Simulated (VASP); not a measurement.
LiH, 2 atoms in the cell. It takes space group Fm-3m (No. 225, cubic). The conventional cell has a = 4.006 Å, b = 4.006 Å, c = 4.006 Å, α = 90.00°, β = 90.00°, γ = 90.00°. Li (site symmetry m-3m) has 6 H at 2.00 Å within 2.7 Å. H (site symmetry m-3m) has 6 Li at 2.00 Å within 2.7 Å. 

| Quantity | Value |
| --- | --- |
| Program | VASP 6.6.1 |
| Task | single point |
| Functional | r2SCAN |
| Potentials or basis | VASP PAW PBE potentials, release 64 (Li_sv, H) |
| Cutoff | 520 eV |
| k mesh | 4 × 4 × 4 |
| Occupations | gaussian, width 0.01 eV |
| Spin | no spin polarisation |
| Dipole correction | no |
| Further INCAR settings | ALGO = Normal; EDIFF = 1e-06; NBANDS = 9 |

Potentials or basis: VASP PAW PBE potentials, release 64 (Li_sv, H).

The run is started by

```console
$ cat potpaw_PBE.64/Li_sv/POTCAR potpaw_PBE.64/H/POTCAR > POTCAR
$ cp INCAR.step1 INCAR
$ mpirun -np 1 vasp_std > vasp.out
$ cp INCAR.step2 INCAR
$ mpirun -np 1 vasp_std > vasp.out
```

Hardware: 1 thread of Intel(R) Xeon(R) Platinum 8488C (Sapphire Rapids), on a shared host.

How long does it take, and how much memory?

Wall time 8.7 s on 1 thread of Intel(R) Xeon(R) Platinum 8488C (Sapphire Rapids), with other jobs on the host, peak memory 0.13 GiB. Counts: k points 8.
